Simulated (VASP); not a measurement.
# HgTe (I-4m2) in VASP: notebook

Runs on HgTe. Level: r2SCAN. Tasks: single point.

Everything below comes from runs of VASP 6.6.1. Logs are shortened: lines on timing, memory, paths and dates and some standing lists are left out, and cuts for length are marked.

**1. The cell of the first run**

The structure is tetragonal, space group I-4m2 (No. 119). Conventional cell: a = 4.290 Å, b = 4.290 Å, c = 7.280 Å, α = 90.00°, β = 90.00°, γ = 90.00°. Hg (site symmetry -4m2) has 4 Te at 2.81 Å within 3.7 Å. Te (site symmetry -4m2) has 4 Hg at 2.81 Å within 3.7 Å.

**2. Single point, r2SCAN**

The input, POSCAR:

```
HgTe
1.0
    0.0000000000      3.0334296391      3.6401155669
    3.0334296391      0.0000000000      3.6401155669
    3.0334296391      3.0334296391      0.0000000000
Hg Te
1 1
Direct
    0.0000000000      0.0000000000      0.0000000000
    0.7500000000      0.7500000000      0.7500000000
```

The input, INCAR.step1:

```
SYSTEM = HgTe
ALGO = Normal ; EDIFF = 1E-4
ENCUT = 520 ; GGA = PE
ISMEAR = 0 ; LASPH = .TRUE.
LCHARG = .FALSE. ; LREAL = .FALSE.
LWAVE = .TRUE. ; NBANDS = 16
NELM = 80 ; PREC = Accurate
SIGMA = 0.15
```

The input, INCAR.step2:

```
SYSTEM = HgTe
ALGO = Normal ; EDIFF = 1E-6
ENCUT = 520 ; ISIF = 2
ISMEAR = 0 ; ISTART = 1
LASPH = .TRUE. ; LCHARG = .TRUE.
LELF = .TRUE. ; LMIXTAU = .TRUE.
LREAL = .FALSE. ; LVHAR = .TRUE.
LWAVE = .FALSE. ; METAGGA = R2SCAN
NBANDS = 16 ; NELM = 80
PREC = Accurate ; SIGMA = 0.15
```

The input, KPOINTS:

```
k-points
0
G
  14 14 14
  0 0 0
```

Potentials or basis: VASP PAW PBE potentials, release 64 (Hg, Te).

On the command line:

```sh
> cat potpaw_PBE.64/Hg/POTCAR potpaw_PBE.64/Te/POTCAR > POTCAR
> cp INCAR.step1 INCAR
> mpirun -np 1 vasp_std > vasp.out
> cp INCAR.step2 INCAR
> mpirun -np 1 vasp_std > vasp.out
```

OUTCAR:

```text
SYSTEM = HgTe
   EDIFF = 1E-6
   ENCUT = 520
   ISIF = 2
   ISMEAR = 0
   ISTART = 1
   LASPH = .TRUE.
   LREAL = .FALSE.
   METAGGA = R2SCAN
   NELM = 80
   PREC = Accurate

 ion  position               nearest neighbor table
   1  0.000  0.000  0.000-   2 2.81   2 2.81   2 2.81   2 2.81
   2  0.750  0.750  0.750-   1 2.81   1 2.81   1 2.81   1 2.81

  LATTYP: Found a body centered tetragonal cell.
 ALAT       =     4.2899173361
 C/A-ratio  =     1.6970562748

  Lattice vectors:

 A1 = (  -3.0334296391,   0.0000000000,   3.6401155669)
 A2 = (   3.0334296391,   0.0000000000,   3.6401155669)
 A3 = (   0.0000000000,   3.0334296391,  -3.6401155669)

Analysis of symmetry for initial positions (statically):
=====================================================================
 Subroutine PRICEL returns:
 Original cell was already a primitive cell.

 Routine SETGRP: Setting up the symmetry group for a
 body centered tetragonal supercell.

 Subroutine GETGRP returns: Found  8 space group operations
 (whereof  8 operations were pure point group operations)
 out of a pool of 16 trial point group operations.

The static configuration has the point symmetry D_2d.

Analysis of symmetry for dynamics (positions and initial velocities):
=====================================================================
 Subroutine PRICEL returns:
 Original cell was already a primitive cell.

 Routine SETGRP: Setting up the symmetry group for a
 body centered tetragonal supercell.

 Subroutine GETGRP returns: Found  8 space group operations
 (whereof  8 operations were pure point group operations)
 out of a pool of 16 trial point group operations.

The dynamic configuration has the point symmetry D_2d.

 Subroutine INISYM returns: Found  8 space group operations
 (whereof  8 operations are pure point group operations),
 and found     1 'primitive' translations

----------------------------------------------------------------------------------------

                                     Primitive cell

  volume of cell :      66.9905

  direct lattice vectors                    reciprocal lattice vectors
     0.000000000  3.033429639  3.640115567    -0.164829932  0.164829932  0.137358276
[... 69 lines left out ...]
   number of dos      NEDOS =    301   number of ions     NIONS =      2
   total plane-waves  NPLWV =  41472
   dimension x,y,z NGX =    36 NGY =   36 NGZ =   32
   dimension x,y,z NGXF=    72 NGYF=   72 NGZF=   64
   ions per type =               1   1
   NGX,Y,Z   is equivalent  to a cutoff of  12.63, 12.63, 12.40 a.u.
   NGXF,Y,Z  is equivalent  to a cutoff of  25.26, 25.26, 24.80 a.u.
 SYSTEM =  HgTe
   PREC   = accura    normal or accurate (medium, high low for compatibility)
   ISTART =      1    job   : 0-new  1-cont  2-samecut
   ICHARG =      0    charge: 1-file 2-atom 10-const
   ISPIN  =      1    spin polarized calculation?
   LNONCOLLINEAR =      F non collinear calculations
   LSORBIT =      F    spin-orbit coupling
   LASPH  =      T    aspherical Exc in radial PAW
   ENCUT  =  520.0 eV  38.22 Ry    6.18 a.u.   8.81  8.81  7.98*2*pi/ulx,y,z
   NELM   =     80;   NELMIN=  2; NELMDL=  0     # of ELM steps
   EDIFF  = 0.1E-05   stopping-criterion for ELM
   LREAL  =      F    real-space projection
[... 7 lines left out ...]
   TEBEG  =    0.0;   TEEND  =   0.0 temperature during run
   PSTRESS=    0.0 pullay stress
   NELECT =      18.0000    total number of electrons
   NUPDOWN=      -1.0000    fix difference up-down
   EMIN   =  10.00;   EMAX   =-10.00  energy-range for DOS
   EFERMI =   0.00;   METHOD = LEGACY
   ISMEAR =     0;   SIGMA  =   0.15  broadening in eV -4-tet -1-fermi 0-gaus
   EFERMI_NEDOS =   21; number of points for ismear=-14 and -15
   IALGO  =     38    algorithm
   IMIX   =      4    mixing-type and parameters
     AMIX     =   0.40;   BMIX     =  1.00
     AMIX_MAG =   1.60;   BMIX_MAG =  1.00
  volume/ion in A,a.u.               =      33.50       226.04
  Fermi-wavevector in a.u.,A,eV,Ry     =   1.056399  1.996305 15.183815  1.115979
  Thomas-Fermi vector in A             =   2.191633
   LORBIT       =      0    0 simple, 1 ext, 2 COOP (PROOUT), +10 PAW based schemes
   METAGGA = R2SCAN    functional components
   LHFCALC =     F    Hartree Fock is set to
   AEXX    =    0.0000 exact exchange contribution
   IVDW    =     0    specifies the selected vdW correction
   LEPSILON=     F    determine dielectric tensor
   LRPA    =     F    only Hartree local field effects (RPA)
 non-spin polarized calculation
 Gauss-broadening in eV      SIGMA  =   0.15
  energy-cutoff  :      520.00
  volume of cell :       66.99
 maximum number of plane-waves:      1824
   NGX = 17   NGY = 17   NGZ = 15

 number of electron      18.0000000 magnetization

 Free energy of the ion-electron system (eV)
  ---------------------------------------------------
  ext. energy  EPLUGINS =         0.00000000
  ---------------------------------------------------
  free energy    TOTEN  =       -75.04608978 eV

  energy without entropy =      -75.04572802  energy(sigma->0) =      -75.04590890

 E-fermi :   3.2416     XC(G=0):  -9.3738

 val. band max:        3.1489361862   @ k =   0.0000   0.0000   0.0000
 cond. band min:       3.3048604956   @ k =   0.0714   0.0714   0.0000
 fundamental gap:      0.1559243094
 Fermi energy:         3.2415507166

 k-point     1 :       0.0000    0.0000    0.0000
  band No.  band energies     occupation
      1      -9.4569      2.00000
      2      -4.7185      2.00000
      3      -4.6500      2.00000
      4      -4.6500      2.00000
      5      -4.1984      2.00000
      6      -4.0801      2.00000
[... 433 lines left out ...]
      3      -4.5312      2.00000
      4      -4.4989      2.00000
      5      -4.2152      2.00000
      6      -4.0811      2.00000
[... 8 lines left out ...]
     15      12.5577      0.00000
     16      13.4156      0.00000

 [... further k-points ...]
[... 5 lines left out ...]
  --------------------------------------------------------------------------------------
  -------------------------------------------------------------------------------------
  Total        1.4661950      1.4661950     -0.1030505      0.0000000      0.0000000      0.0000000
  in kB       35.0662469     35.0662469     -2.4646081      0.0000000      0.0000000      0.0000000
  external PRESSURE =      22.5559619 kB  Pullay stress =       0.0000000 kB

 VOLUME and BASIS-vectors are now :
 -----------------------------------------------------------------------------
  energy-cutoff  :      520.00
  volume of cell :       66.99
      direct lattice vectors                 reciprocal lattice vectors
     0.000000000  3.033429639  3.640115567    -0.164829932  0.164829932  0.137358276
     3.033429639  0.000000000  3.640115567     0.164829932 -0.164829932  0.137358276
     3.033429639  3.033429639  0.000000000     0.164829932  0.164829932 -0.137358276

 POSITION                                       TOTAL-FORCE (eV/Angst)
 -----------------------------------------------------------------------------------
      0.00000      0.00000      0.00000        -0.000000     -0.000000      0.000000
      4.55014      4.55014      5.46017         0.000000      0.000000     -0.000000
 -----------------------------------------------------------------------------------
    total drift:                                0.000000      0.000000     -0.000000

  FREE ENERGIE OF THE ION-ELECTRON SYSTEM (eV)
  ---------------------------------------------------
  free  energy   TOTEN  =       -75.0460897759 eV

  energy  without entropy=      -75.0457280192  energy(sigma->0) =      -75.04590890
```

OUTCAR.step1:

```text
SYSTEM = HgTe
   EDIFF = 1E-4
   ENCUT = 520
   GGA = PE
   ISMEAR = 0
   LASPH = .TRUE.
   LREAL = .FALSE.
[... 677 lines left out ...]
      0.00000      0.00000      0.00000         0.000000      0.000000     -0.000000
      4.55014      4.55014      5.46017        -0.000000     -0.000000      0.000000
 -----------------------------------------------------------------------------------
    total drift:                               -0.000000     -0.000000      0.000000

  FREE ENERGIE OF THE ION-ELECTRON SYSTEM (eV)
  ---------------------------------------------------
  free  energy   TOTEN  =        -3.4983314298 eV

  energy  without entropy=       -3.4976752107  energy(sigma->0) =       -3.49800332
```

OSZICAR.step1:

```text
N       E                     dE             d eps       ncg     rms          rms(c)
DAV:   1     0.105817919255E+03    0.10582E+03   -0.80057E+03  7832   0.972E+02
DAV:   2    -0.741260649036E-01   -0.10589E+03   -0.99185E+02  9144   0.229E+02
DAV:   3    -0.369055471589E+01   -0.36164E+01   -0.36063E+01  9648   0.437E+01
DAV:   4    -0.372384525406E+01   -0.33291E-01   -0.33288E-01 11720   0.382E+00
DAV:   5    -0.372396850429E+01   -0.12325E-03   -0.12325E-03 10240   0.193E-01    0.765E+00
DAV:   6    -0.350779815913E+01    0.21617E+00   -0.41914E-01  9200   0.860E+00    0.605E+00
DAV:   7    -0.349922044604E+01    0.85777E-02   -0.10084E-01  9160   0.215E+00    0.220E+00
DAV:   8    -0.349835959973E+01    0.86085E-03   -0.10831E-02  8880   0.119E+00    0.519E-01
DAV:   9    -0.349833142980E+01    0.28170E-04   -0.75354E-04 10544   0.318E-01
   1 F= -.34983314E+01 E0= -.34980033E+01  d E =-.656219E-03
```

Wall time 11 min (1 thread of Intel Xeon Platinum 8259CL at 2.50GHz (Skylake/Cascade Lake), shared host); peak memory 0.41 GiB.

What came out:

* Free energy: -75.0461 eV
* Pressure: 2.3 GPa
* Band gap on the k mesh: zero (filled and empty bands touch)

Caveat: semilocal functionals underestimate gaps, and a narrow one can read as zero; the PAW data sets were made with another functional, which shifts forces and pressure a little; spin-orbit coupling is left out, which moves the levels of the heavy elements.

**3. Single point, r2SCAN**

This run uses another cell than the first one, of the same volume but with other edges.

The input, POSCAR:

```
HgTe
1.0
    0.0000000000      3.5018387191      2.7314342009
    3.5018387191      0.0000000000      2.7314342009
    3.5018387191      3.5018387191      0.0000000000
Hg Te
1 1
Direct
    0.0000000000      0.0000000000      0.0000000000
    0.7500000000      0.7500000000      0.7500000000
```

The input, INCAR.step1:

```
PREC = Accurate
ENCUT = 520
ISMEAR = 0
SIGMA = 0.15
LREAL = F
LASPH = T
NELM = 60
NBANDS = 16
GGA = PE
ALGO = Normal
EDIFF = 1E-4
LWAVE = T
LCHARG = F
```

The input, INCAR.step2:

```
PREC = Accurate
ENCUT = 520
EDIFF = 1E-7
ISMEAR = 0
SIGMA = 0.15
LREAL = F
LASPH = T
NELM = 60
ALGO = Normal
ISIF = 2
LWAVE = F
LCHARG = F
METAGGA = R2SCAN
LMIXTAU = T
NBANDS = 16
ISTART = 1
```

The input, KPOINTS:

```
regular mesh
0
Gamma
  14 14 14
```

Potentials or basis: VASP PAW PBE potentials, release 64 (Hg, Te).

On the command line:

```sh
> cat potpaw_PBE.64/Hg/POTCAR potpaw_PBE.64/Te/POTCAR > POTCAR
> cp INCAR.step1 INCAR
> mpirun -np 1 vasp_std > vasp.out
> cp INCAR.step2 INCAR
> mpirun -np 1 vasp_std > vasp.out
```

Run time: 13 min. Hardware: 1 thread of Intel Xeon Platinum 8259CL at 2.50GHz (Skylake/Cascade Lake), shared host; peak memory 0.43 GiB.

It converged, with:

* Free energy: -75.0522 eV
* Pressure: 1.6 GPa
* Band gap on the k mesh: 0.09 eV (least direct gap 0.36 eV)

Stress tensor (GPa, compression positive):
```
1.01 0.00 0.00
0.00 1.01 0.00
0.00 0.00 2.87
```

Levels at points of the mesh, in eV from the valence-band top:
| k point | band 5 | band 6 | band 7 | band 8 | band 9 | band 10 | band 11 | band 12 | band 13 | band 14 |
| --- | --- | --- | --- | --- | --- | --- | --- | --- | --- | --- |
| (0.00, 0.00, 0.00) | -7.23 | -7.09 | -0.70 | -0.46 | -0.46 | 0.09 | 4.77 | 4.85 | 4.85 | 6.89 |
| (0.50, 0.00, 0.00) | -7.11 | -6.84 | -5.61 | -1.61 | -0.75 | 0.51 | 4.68 | 6.09 | 7.58 | 8.16 |
| (0.50, 0.50, 0.00) | -7.08 | -6.40 | -4.84 | -3.05 | -3.05 | 0.76 | 2.14 | 9.36 | 9.36 | 9.43 |
| (0.50, 0.00, 0.50) | -7.14 | -6.86 | -5.91 | -2.21 | -1.65 | 2.67 | 3.06 | 7.79 | 7.86 | 8.39 |

Caveat: the smearing spreads over this small gap; the PAW data sets were made with another functional, which shifts forces and pressure a little; spin-orbit coupling is left out, which moves the levels of the heavy elements. A k mesh can miss the band edges.

**4. Single point, r2SCAN**

This run uses another cell than the first one, of the same volume but with other edges.

The input, POSCAR:

```
HgTe
1.0
    0.0000000000      2.9535651643      3.8396347136
    2.9535651643      0.0000000000      3.8396347136
    2.9535651643      2.9535651643      0.0000000000
Hg Te
1 1
Direct
    0.0000000000      0.0000000000      0.0000000000
    0.7500000000      0.7500000000      0.7500000000
```

The input, INCAR.step1:

```
SYSTEM = HgTe
PREC = Accurate
ENCUT = 520
ISMEAR = 0
SIGMA = 0.15
LREAL = .False.
LASPH = .True.
NELM = 100
NBANDS = 16
GGA = PE
ALGO = Normal
EDIFF = 1E-4
LWAVE = .True.
LCHARG = .False.
```

The input, INCAR.step2:

```
SYSTEM = HgTe
PREC = Accurate
ENCUT = 520
EDIFF = 1E-6
ISMEAR = 0
SIGMA = 0.15
LREAL = .False.
LASPH = .True.
NELM = 100
ALGO = Normal
ISIF = 2
LWAVE = .False.
LCHARG = .False.
METAGGA = R2SCAN
LMIXTAU = .True.
NBANDS = 16
ISTART = 1
```

The input, KPOINTS:

```
regular mesh
0
Gamma
  14 14 14
  0 0 0
```

On the command line:

```sh
> cat potpaw_PBE.64/Hg/POTCAR potpaw_PBE.64/Te/POTCAR > POTCAR
> cp INCAR.step1 INCAR
> mpirun -np 1 vasp_std > vasp.out
> cp INCAR.step2 INCAR
> mpirun -np 1 vasp_std > vasp.out
```

Wall time 11 min (1 thread of Intel Xeon Platinum 8259CL at 2.50GHz (Skylake/Cascade Lake), shared host); peak memory 0.42 GiB.

Results (log left out):

```yaml
Free_energy: -74.9362 eV
Pressure: 1.8 GPa
Band_gap_on_the_k_mesh: zero (bands 9 and 10 overlap by 0.12 eV)
```

Stress tensor (GPa, compression positive):
```
 3.86  0.00  0.00
 0.00  3.86  0.00
 0.00  0.00 -2.29
```

Levels at points of the mesh, in eV from the Fermi level:
```
           k point  band 6  band 7  band 8  band 9  band 10  band 11  band 12  band 13
(0.00, 0.00, 0.00)   -7.32   -1.46   -1.15   -0.04    -0.04     4.58     4.58     4.67
(0.50, 0.00, 0.00)   -7.07   -5.82   -2.04   -0.62     0.10     5.00     5.96     6.98
(0.50, 0.50, 0.00)   -7.28   -6.70   -1.82   -1.82     2.99     3.44     7.08     8.98
(0.50, 0.00, 0.50)   -6.83   -5.28   -3.18   -2.54     1.06     2.02     7.37     7.58
```

Caveat: the stress differs along the axes, from -2 to 4 GPa; semilocal functionals underestimate gaps, and a narrow one can read as zero; the PAW data sets were made with another functional, which shifts forces and pressure a little; spin-orbit coupling is left out, which moves the levels of the heavy elements.

**5. Overview**

```csv
cell,gap on the mesh (eV),pressure (GPa)
"a = 4.738, b = 4.738, c = 4.290 Å, angles 63.1, 63.1, 53.8°, 2 atoms",none,2.3
"a = 4.441, b = 4.441, c = 4.952 Å, angles 56.1, 56.1, 67.8°, 2 atoms",0.09,1.6
"a = 4.844, b = 4.844, c = 4.177 Å, angles 64.5, 64.5, 51.1°, 2 atoms",none,1.8
```

Alike in all rows: task single point; level r2SCAN; potentials or basis VASP PAW PBE potentials, release 64 (Hg, Te); no spin polarisation; k mesh 14 × 14 × 14; cutoff (eV) 520; smearing gaussian 0.15 eV.

Caveats: the PAW data sets were made with another functional, which shifts forces and pressure a little; spin-orbit coupling is left out, which moves the levels of the heavy elements; semilocal functionals underestimate gaps, and a narrow one can read as zero (at least some runs); the smearing spreads over this small gap (at least some runs); the stress differs along the axes, from -2 to 4 GPa (at least some runs).

Absolute energies hang on the potentials; compare differences alone.

The gap in the log of VASP goes by the Fermi energy; the results here count the filled bands.